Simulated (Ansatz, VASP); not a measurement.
**Two plane-wave programs on MoH3**

```
H Mo
1.0
     2.98358    0.00200   -0.00403
    -0.04966    4.36508   -0.00618
    -0.44086   -1.99433    4.22110
H Mo
6 2
Direct
  0.10179 0.37906 0.07854
  0.10496 0.91527 0.30467
  0.76602 0.63781 0.69536
  0.40613 0.75870 0.96743
  0.70578 0.07173 0.69255
  0.57265 0.24270 0.30214
  0.23173 0.33699 0.65500
  0.61094 0.65774 0.30431
```

Alike in both runs: task single point; functional PBE; k mesh 8 × 6 × 6; occupations gaussian, width 0.2 eV; no spin polarisation.

|  | VASP | Ansatz |
| --- | --- | --- |
| version | VASP 6.6.1 | Ansatz 0.2.0 |
| potentials or method | VASP PAW PBE potentials, release 64 (H, Mo_sv), cutoff 520 eV | scalar-relativistic, plane waves, PAW |
| valence electrons in the cell | 34 | 34 |

|  | VASP | Ansatz | Ansatz less VASP |
| --- | --- | --- | --- |
| gap on the k mesh at the Fermi level (eV) | none | none | - |
| pressure (GPa) | 0.1 | 0.0 | -0.04 |
| traceless stress, the component that is largest in VASP (GPa) | -0.29 | -0.32 | -0.036 |
| rms of the force components (eV/Å) | 0.011 | 0.011 | -0.0004 |

Atom by atom the forces differ by 0.003 eV/Å (rms over components). A gap of «none» marks a metal or a gap that the smearing closes.
